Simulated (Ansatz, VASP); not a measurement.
AlFe: VASP beside Ansatz

```
CELL_PARAMETERS angstrom
2.81627 0.00000 0.00000
0.00000 2.81627 0.00000
0.00000 0.00000 2.81627
ATOMIC_POSITIONS crystal
Al 0.00000 0.00000 0.00000
Fe 0.50000 0.50000 0.50000
```

Alike in both runs: task single point; functional PBEsol; k mesh 14 × 14 × 14; occupations gaussian, width 0.1 eV; collinear spin.

|  | VASP | Ansatz |
| --- | --- | --- |
| version | VASP 6.6.1 | Ansatz 0.2.0 |
| potentials or method | VASP PAW PBE potentials, release 64 (Al, Fe), cutoff 520 eV | scalar-relativistic, plane waves, PAW |
| valence electrons in the cell | 11 | 19 |

```csv
,VASP,Ansatz,Ansatz less VASP
gap on the k mesh at the Fermi level (eV),none,none,-
pressure (GPa),6.5,6.2,-0.29
net moment per atom (μB),0.32,0.32,+0.001
size of the moment on the site where the two differ most (μB),0.67,0.66,-0.008
```

VASP's potentials were made for PBE, not for PBEsol. Site moments also hang on the region over which each program counts them. A gap of «none» marks a metal or a gap that the smearing closes. VASP's potentials hold 11 valence electrons a cell and Ansatz's 19, so a difference there can come from the potentials and not from the codes.
